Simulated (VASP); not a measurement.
# InO in VASP: a series of runs

The runs below take InO through single point, with PBE+D3(BJ).

Everything below comes from runs of VASP 6.6.1. Logs are shortened: lines on timing, memory, paths and dates and some standing lists are left out, and cuts for length are marked.

**1. The cell of the first run**

The cell holds a slab with vacuum, 4 atoms: a = 3.646 Å, b = 3.646 Å, c = 14.247 Å, α = 90.00°, β = 90.00°, γ = 120.00°.

**2. Single point, PBE+D3(BJ)**

INCAR reads:

```
SYSTEM = InO
PREC = Accurate
ENCUT = 520
EDIFF = 1E-6
ISMEAR = 0
SIGMA = 0.03
LREAL = .False.
LASPH = .True.
NELM = 60
ALGO = Normal
ISIF = 2
LWAVE = .False.
LCHARG = .False.
GGA = PE
IVDW = 12
NBANDS = 27
```

KPOINTS reads:

```
Automatic mesh
0
Gamma
  12 12 4
  0 0 0
```

POSCAR reads:

```
InO
1.0
    3.6458667838      0.0000000000      0.0000000000
   -1.8229333919      3.1574132536      0.0000000000
    0.0000000000      0.0000000000     14.2467935377
In O
2 2
Direct
    0.6666666667      0.3333333333      0.5900210000
    0.6666666667      0.3333333333      0.4099790000
    0.0000000000      0.0000000000      0.6398670000
    0.0000000000      0.0000000000      0.3601330000
```

Potentials or basis: VASP PAW PBE potentials, release 64 (In_d, O).

Run with:

```bash
> cat potpaw_PBE.64/In_d/POTCAR potpaw_PBE.64/O/POTCAR > POTCAR
> mpirun -np 1 vasp_std > vasp.out
```

OUTCAR:

```text
SYSTEM = InO
   PREC = Accurate
   ENCUT = 520
   EDIFF = 1E-6
   ISMEAR = 0
   LREAL = .False.
   LASPH = .True.
   NELM = 60
   ISIF = 2
   GGA = PE
   IVDW = 12
 IVDW          = 12

 ion  position               nearest neighbor table
   1  0.667  0.333  0.590-   3 2.22   3 2.22   3 2.22   2 2.57
   2  0.667  0.333  0.410-   4 2.22   4 2.22   4 2.22   1 2.57
   3  0.000  0.000  0.640-   1 2.22   1 2.22   1 2.22
   4  0.000  0.000  0.360-   2 2.22   2 2.22   2 2.22

  LATTYP: Found a hexagonal cell.
 ALAT       =     3.6458667838
 C/A-ratio  =     3.9076560891

  Lattice vectors:

 A1 = (   3.6458667838,   0.0000000000,   0.0000000000)
 A2 = (  -1.8229333919,   3.1574132536,   0.0000000000)
 A3 = (   0.0000000000,   0.0000000000,  14.2467935377)

Analysis of symmetry for initial positions (statically):
=====================================================================
 Subroutine PRICEL returns:
 Original cell was already a primitive cell.

 Routine SETGRP: Setting up the symmetry group for a
 hexagonal supercell.

 Subroutine GETGRP returns: Found 12 space group operations
 (whereof 12 operations were pure point group operations)
 out of a pool of 24 trial point group operations.

The static configuration has the point symmetry D_3h.

Analysis of symmetry for dynamics (positions and initial velocities):
=====================================================================
 Subroutine PRICEL returns:
 Original cell was already a primitive cell.

 Routine SETGRP: Setting up the symmetry group for a
 hexagonal supercell.

 Subroutine GETGRP returns: Found 12 space group operations
 (whereof 12 operations were pure point group operations)
 out of a pool of 24 trial point group operations.

The dynamic configuration has the point symmetry D_3h.

 Subroutine INISYM returns: Found 12 space group operations
 (whereof 12 operations are pure point group operations),
 and found     1 'primitive' translations

----------------------------------------------------------------------------------------

                                     Primitive cell

  volume of cell :     164.0021

  direct lattice vectors                    reciprocal lattice vectors
     3.645866784  0.000000000  0.000000000     0.274283198  0.158357478  0.000000000
    -1.822933392  3.157413254  0.000000000     0.000000000  0.316714956  0.000000000
     0.000000000  0.000000000 14.246793538     0.000000000  0.000000000  0.070191233

  length of vectors
     3.645866784  3.645866784 14.246793538     0.316714956  0.316714956  0.070191233

  position of ions in fractional coordinates (direct lattice)
     0.666666667  0.333333333  0.590021000
     0.666666667  0.333333333  0.409979000
     0.000000000  0.000000000  0.639867000
     0.000000000  0.000000000  0.360133000

  ion indices of the primitive-cell ions
   primitive index   ion index
                 1           1
                 2           2
                 3           3
                 4           4

----------------------------------------------------------------------------------------

 KPOINTS: Automatic mesh

Automatic generation of k-mesh.
 Grid dimensions read from file:
 generate k-points for:   12   12    4

 Generating k-lattice:

  Cartesian coordinates                     Fractional coordinates (reciprocal lattice)
     0.022856933  0.013196457  0.000000000     0.083333333  0.000000000  0.000000000
     0.000000000  0.026392913  0.000000000     0.000000000  0.083333333  0.000000000
     0.000000000  0.000000000  0.017547808     0.000000000  0.000000000  0.250000000

  Length of vectors
     0.026392913  0.026392913  0.017547808

  Shift w.r.t. Gamma in fractional coordinates (k-lattice)
     0.000000000  0.000000000  0.000000000

 Subroutine IBZKPT returns following result:
 ===========================================

 Found     57 irreducible k-points:

 Following reciprocal coordinates:
            Coordinates               Weight
  0.000000  0.000000  0.000000      1.000000
  0.083333 -0.000000  0.000000      6.000000
  0.166667  0.000000  0.000000      6.000000
  0.250000  0.000000  0.000000      6.000000
  0.333333  0.000000  0.000000      6.000000
  0.416667  0.000000  0.000000      6.000000
[... 16 lines left out ...]
  0.250000  0.000000  0.250000     12.000000
  0.333333  0.000000  0.250000     12.000000
 [... further k-points ...]
   k-points           NKPTS =     57   k-points in BZ     NKDIM =     57   number of bands    NBANDS=     27
   number of dos      NEDOS =    301   number of ions     NIONS =      4
   total plane-waves  NPLWV =  84672
   dimension x,y,z NGX =    28 NGY =   28 NGZ =  108
   dimension x,y,z NGXF=    56 NGYF=   56 NGZF=  216
   ions per type =               2   2
   NGX,Y,Z   is equivalent  to a cutoff of  12.77, 12.77, 12.60 a.u.
   NGXF,Y,Z  is equivalent  to a cutoff of  25.54, 25.54, 25.21 a.u.
 SYSTEM =  InO
   PREC   = accura    normal or accurate (medium, high low for compatibility)
   ISTART =      0    job   : 0-new  1-cont  2-samecut
   ICHARG =      2    charge: 1-file 2-atom 10-const
   ISPIN  =      1    spin polarized calculation?
   LNONCOLLINEAR =      F non collinear calculations
   LSORBIT =      F    spin-orbit coupling
   LASPH  =      T    aspherical Exc in radial PAW
   ENCUT  =  520.0 eV  38.22 Ry    6.18 a.u.   6.78  6.78 26.49*2*pi/ulx,y,z
   NELM   =     60;   NELMIN=  2; NELMDL= -5     # of ELM steps
   EDIFF  = 0.1E-05   stopping-criterion for ELM
   LREAL  =      F    real-space projection
   EDIFFG = 0.1E-04   stopping-criterion for IOM
   NSW    =      0    number of steps for IOM
   IBRION =     -1    ionic relax: 0-MD 1-quasi-New 2-CG
   NFREE  =      0    steps in history (QN), initial steepest desc. (CG)
   ISIF   =      2    stress and relaxation
   ISYM   =      2    0-nonsym 1-usesym 2-fastsym
   POTIM  = 0.5000    time-step for ionic-motion
   TEBEG  =    0.0;   TEEND  =   0.0 temperature during run
   PSTRESS=    0.0 pullay stress
   NELECT =      38.0000    total number of electrons
   NUPDOWN=      -1.0000    fix difference up-down
   EMIN   =  10.00;   EMAX   =-10.00  energy-range for DOS
   EFERMI =   0.00;   METHOD = LEGACY
   ISMEAR =     0;   SIGMA  =   0.03  broadening in eV -4-tet -1-fermi 0-gaus
   EFERMI_NEDOS =   21; number of points for ismear=-14 and -15
   IALGO  =     38    algorithm
   IMIX   =      4    mixing-type and parameters
     AMIX     =   0.40;   BMIX     =  1.00
     AMIX_MAG =   1.60;   BMIX_MAG =  1.00
  volume/ion in A,a.u.               =      41.00       276.69
  Fermi-wavevector in a.u.,A,eV,Ry     =   1.005510  1.900138 13.756166  1.011050
  Thomas-Fermi vector in A             =   2.138194
   LORBIT       =      0    0 simple, 1 ext, 2 COOP (PROOUT), +10 PAW based schemes
   GGA     = PE    functional components
   LHFCALC =     F    Hartree Fock is set to
   AEXX    =    0.0000 exact exchange contribution
   IVDW    =    12    specifies the selected vdW correction
   LEPSILON=     F    determine dielectric tensor
   LRPA    =     F    only Hartree local field effects (RPA)
 non-spin polarized calculation
 Gauss-broadening in eV      SIGMA  =   0.03
  energy-cutoff  :      520.00
  volume of cell :      164.00
 maximum number of plane-waves:      4436
 NGX is ok and might be reduce to    28
   NGX = 13   NGY = 13   NGZ = 53

 number of electron      37.9999983 magnetization

 Free energy of the ion-electron system (eV)
  ---------------------------------------------------
  ext. energy  EPLUGINS =         0.00000000
  ---------------------------------------------------
  free energy    TOTEN  =       -18.89517742 eV

  energy without entropy =      -18.89517742  energy(sigma->0) =      -18.89517742

 E-fermi :  -1.4453     XC(G=0):  -5.0426

 val. band max:       -1.5789582972   @ k =   0.1667   0.1667   0.5000
 cond. band min:      -1.3191345606   @ k =   0.0000   0.0000   0.5000
 fundamental gap:      0.2598237366
 Fermi energy:        -1.4452895353

 k-point     1 :       0.0000    0.0000    0.0000
  band No.  band energies     occupation
      1     -18.5872      2.00000
      2     -18.5429      2.00000
      3     -15.4865      2.00000
      4     -15.1917      2.00000
      5     -15.1917      2.00000
      6     -15.0448      2.00000
[... 19 lines left out ...]
     26       7.1311      0.00000
     27       7.7051      0.00000

 k-point     2 :       0.0833   -0.0000    0.0000
  band No.  band energies     occupation
      1     -18.5798      2.00000
      2     -18.5371      2.00000
      3     -15.5021      2.00000
      4     -15.1908      2.00000
      5     -15.1692      2.00000
      6     -15.0338      2.00000
[... 19 lines left out ...]
     26       7.2243      0.00000
     27       7.6978      0.00000

 k-point     3 :       0.1667    0.0000    0.0000
  band No.  band energies     occupation
      1     -18.5610      2.00000
      2     -18.5225      2.00000
      3     -15.5300      2.00000
      4     -15.1907      2.00000
      5     -15.1499      2.00000
      6     -15.0013      2.00000
[... 19 lines left out ...]
     26       7.0869      0.00000
     27       7.4778      0.00000

 k-point     4 :       0.2500    0.0000    0.0000
  band No.  band energies     occupation
      1     -18.5386      2.00000
      2     -18.5050      2.00000
      3     -15.5498      2.00000
      4     -15.1936      2.00000
      5     -15.1608      2.00000
      6     -14.9528      2.00000
[... 19 lines left out ...]
     26       6.1521      0.00000
     27       7.7933      0.00000

 k-point     5 :       0.3333    0.0000    0.0000
  band No.  band energies     occupation
      1     -18.5202      2.00000
      2     -18.4904      2.00000
      3     -15.5583      2.00000
      4     -15.1985      2.00000
      5     -15.1805      2.00000
      6     -14.9012      2.00000
[... 19 lines left out ...]
     26       6.0828      0.00000
     27       7.7977      0.00000

 k-point     6 :       0.4167    0.0000    0.0000
  band No.  band energies     occupation
      1     -18.5092      2.00000
      2     -18.4815      2.00000
      3     -15.5599      2.00000
      4     -15.2028      2.00000
      5     -15.1963      2.00000
      6     -14.8620      2.00000
[... 444 lines left out ...]
      1     -18.5798      2.00000
      2     -18.5371      2.00000
      3     -15.5021      2.00000
      4     -15.1908      2.00000
      5     -15.1692      2.00000
      6     -15.0338      2.00000
[... 19 lines left out ...]
     26       6.7544      0.00000
     27       8.1180      0.00000

 k-point    22 :       0.1667    0.0000    0.2500
  band No.  band energies     occupation
      1     -18.5610      2.00000
      2     -18.5225      2.00000
      3     -15.5300      2.00000
      4     -15.1906      2.00000
      5     -15.1499      2.00000
      6     -15.0013      2.00000
[... 19 lines left out ...]
     26       6.8889      0.00000
     27       7.2294      0.00000

 k-point    23 :       0.2500    0.0000    0.2500
  band No.  band energies     occupation
      1     -18.5386      2.00000
      2     -18.5050      2.00000
      3     -15.5498      2.00000
      4     -15.1936      2.00000
      5     -15.1608      2.00000
      6     -14.9528      2.00000
[... 19 lines left out ...]
     26       6.1483      0.00000
     27       7.3515      0.00000

 k-point    24 :       0.3333    0.0000    0.2500
  band No.  band energies     occupation
      1     -18.5202      2.00000
      2     -18.4904      2.00000
      3     -15.5583      2.00000
      4     -15.1985      2.00000
      5     -15.1805      2.00000
      6     -14.9012      2.00000
[... 19 lines left out ...]
     26       6.4012      0.00000
     27       7.6640      0.00000

 [... further k-points ...]

------------------------ aborting loop because EDIFF is reached ----------------------------------------

 Edisp (eV)   -0.53677

 E8    (eV) :    -0.2519

  FORCE on cell =-STRESS in cart. coord.  units (eV):
  Direction    XX          YY          ZZ          XY          YZ          ZX
  --------------------------------------------------------------------------------------
  -------------------------------------------------------------------------------------
  Total      -5.49357    -5.49357     4.91691     0.00000     0.00000     0.00000
  in kB     -53.66805   -53.66805    48.03450     0.00000     0.00000     0.00000
  external pressure =      -19.77 kB  Pullay stress =        0.00 kB

 VOLUME and BASIS-vectors are now :
 -----------------------------------------------------------------------------
  energy-cutoff  :      520.00
  volume of cell :      164.00
      direct lattice vectors                 reciprocal lattice vectors
     3.645866784  0.000000000  0.000000000     0.274283198  0.158357478  0.000000000
    -1.822933392  3.157413254  0.000000000     0.000000000  0.316714956  0.000000000
     0.000000000  0.000000000 14.246793538     0.000000000  0.000000000  0.070191233

 POSITION                                       TOTAL-FORCE (eV/Angst)
 -----------------------------------------------------------------------------------
      1.82293      1.05247      8.40591        -0.000000      0.000000      2.256844
      1.82293      1.05247      5.84089        -0.000000      0.000000     -2.256844
      0.00000      0.00000      9.11605         0.000000     -0.000000     -0.196443
      0.00000      0.00000      5.13074         0.000000     -0.000000      0.196443
 -----------------------------------------------------------------------------------
    total drift:                                0.000001     -0.000000      0.000000

  FREE ENERGIE OF THE ION-ELECTRON SYSTEM (eV)
  ---------------------------------------------------
  free  energy   TOTEN  =       -19.4319518855 eV

  energy  without entropy=      -19.4319518855  energy(sigma->0) =      -19.43195189
```

Run time: 8.9 min. Hardware: 1 thread of Intel Xeon 8259CL, shared host; peak memory 0.41 GiB.

Results:

| Property | Result |
| --- | --- |
| Free energy | -19.4320 eV |
| Largest force | 2.257 eV/Å |
| Band gap on the k mesh | 0.26 eV (least direct gap 0.83 eV) |
| Dispersion energy per atom | -0.134 eV |

Forces in eV/Å, atoms in the order of the input:
```
In   0.000  0.000  2.257
In   0.000  0.000 -2.257
O    0.000  0.000 -0.196
O    0.000  0.000  0.196
```

Levels at points of the mesh, in eV from the valence-band top:
```
           k point  band 15  band 16  band 17  band 18  band 19  band 20  band 21  band 22  band 23  band 24
(0.00, 0.00, 0.00)    -1.59    -1.59    -1.52    -1.52    -0.57     0.26     3.37     6.04     6.34     7.83
(0.50, 0.00, 0.00)    -2.42    -2.31    -2.22    -1.34    -0.23     2.31     3.88     6.07     6.12     7.37
(0.00, 0.00, 0.50)    -1.59    -1.59    -1.52    -1.52    -0.57     0.26     3.37     5.83     6.76     7.83
(0.50, 0.00, 0.50)    -2.42    -2.31    -2.22    -1.34    -0.23     2.31     3.88     6.07     6.12     7.37
```

Caveat: there is no dipole correction, which matters where the two faces differ; semilocal functionals underestimate gaps, and a narrow one can read as zero; spin-orbit coupling is left out, which moves the levels of the heavy elements.

(Continued in part 2 of 2.)
